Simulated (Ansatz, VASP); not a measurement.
Sb in VASP and in Ansatz

File INCAR:

```
ALGO = Normal ; EDIFF = 1E-6
ENCUT = 520 ; GGA = PE
ISIF = 2 ; ISMEAR = 0
LASPH = T ; LCHARG = F
LREAL = F ; LWAVE = F
NBANDS = 24 ; NELM = 80
PREC = Accurate ; SIGMA = 0.1
```

Contents of KPOINTS:

```
k-points
0
Gamma
  4 4 4
```

Contents of POSCAR:

```
Sb
1.0
    2.9885618200     -6.3739824600      0.0000000000
    2.9885618200      6.3739824600      0.0000000000
    0.0000000000      0.0000000000      4.2477171800
Sb
6
Direct
    0.1019200500      0.3216338200      0.5000000000
    0.8980799500      0.6783661800      0.5000000000
    0.3216338200      0.1019200500      0.5000000000
    0.6783661800      0.8980799500      0.5000000000
    0.0000000000      0.5000000000      0.0000000000
    0.5000000000      0.0000000000      0.0000000000
```

Input for Ansatz:

```yaml
crystal:
  lattice:
    - [2.98856182, -6.37398246, 0.0]
    - [2.98856182, 6.37398246, 0.0]
    - [0.0, 0.0, 4.24771718]
  atoms:
    - { symbol: Sb, position: [0.10192005, 0.32163382, 0.5] }
    - { symbol: Sb, position: [0.89807995, 0.67836618, 0.5] }
    - { symbol: Sb, position: [0.32163382, 0.10192005, 0.5] }
    - { symbol: Sb, position: [0.67836618, 0.89807995, 0.5] }
    - { symbol: Sb, position: [0.0, 0.5, 0.0] }
    - { symbol: Sb, position: [0.5, 0.0, 0.0] }
basis:
  ecutwfc: 420
kpoints:
  mp_grid: { grid: [4, 4, 4] }
hamiltonian:
  xc: pbe
scf:
  occupations: { method: gaussian, width: 0.1 }
  lower_state_search: "off"
output:
  forces: true
  stress: true
  eigenvalues: true
```

Alike in both runs: task single point; functional PBE; k mesh 4 × 4 × 4; occupations gaussian, width 0.1 eV; no spin polarisation.

|  | VASP | Ansatz |
| --- | --- | --- |
| version | VASP 6.6.1 | Ansatz 0.2.0 |
| potentials or method | VASP PAW PBE potentials, release 64 (Sb), cutoff 520 eV | scalar-relativistic, plane waves, PAW |
| valence electrons in the cell | 30 | 90 |

Ansatz gave:

```
gap on the k mesh at the Fermi level (eV)                     : none
pressure (GPa)                                                : 23.3
traceless stress, the component that is largest in VASP (GPa) : -2.47
rms of the force components (eV/Å)                            : 1.650
```

Estimate VASP's values.

gap on the k mesh at the Fermi level (eV): none; pressure (GPa): 23.8; traceless stress, the component that is largest in VASP (GPa): -2.53; rms of the force components (eV/Å): 1.713.

Atom by atom the forces differ by 0.064 eV/Å (rms over components). A gap of «none» marks a metal or a gap that the smearing closes. With one functional, cell and mesh, what is left measures potentials, basis and numerics. VASP's potentials hold 30 valence electrons a cell and Ansatz's 90, so a difference there can come from the potentials and not from the codes.

The k mesh is coarse, so the values compare programs but aren't converged. Neither program's run includes spin-orbit coupling.
